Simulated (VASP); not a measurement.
Wanted: the native input for a VASP 6.6.1 run.

```yaml
Task: single point
Functional: PBEsol
Potentials_or_basis: VASP PAW PBE potentials, release 64 (K_sv, Mg, F)
Cutoff: 520 eV
k_mesh: 8 × 8 × 8
Occupations: fermi-dirac, width 0.02 eV
Spin: no spin polarisation
Dipole_correction: no
Further_INCAR_settings: ALGO = Normal; EDIFF = 1e-07; NBANDS = 24
```

The structure of KMgF3 lies in POSCAR:

```
KMgF3
1.0
    3.9918203657      0.0000000000      0.0000000000
    0.0000000000      3.9918203657      0.0000000000
    0.0000000000      0.0000000000      3.9918203657
K Mg F
1 1 3
Direct
    0.5000000000      0.5000000000      0.5000000000
    0.0000000000      0.0000000000      0.0000000000
    0.5000000000      0.0000000000      0.0000000000
    0.0000000000      0.5000000000      0.0000000000
    0.0000000000      0.0000000000      0.5000000000
```

The input as run:

INCAR

```
PREC = Accurate
ENCUT = 520
EDIFF = 1E-7
ISMEAR = -1
SIGMA = 0.02
LREAL = F
LASPH = T
NELM = 100
ALGO = Normal
ISIF = 2
LWAVE = F
LCHARG = T
GGA = PS
LELF = T
LVHAR = T
NBANDS = 24
```

KPOINTS

```
Automatic mesh
0
Gamma
  8 8 8
```

Potentials or basis: VASP PAW PBE potentials, release 64 (K_sv, Mg, F).

Run with:

```bash
$ cat potpaw_PBE.64/K_sv/POTCAR potpaw_PBE.64/Mg/POTCAR potpaw_PBE.64/F/POTCAR > POTCAR
$ mpirun -np 1 vasp_std > vasp.out
```

It gave:

| Item | Value |
| --- | --- |
| Pressure | -0.4 GPa |
| Band gap on the k mesh | 7.09 eV, indirect (least direct gap 7.41 eV) |

Caveat: the PAW data sets were made with another functional, which shifts forces and pressure a little.

It took 34 s on 1 thread of Intel(R) Xeon(R) Platinum 8488C (Sapphire Rapids), with other jobs on the host, peak memory 0.19 GiB.
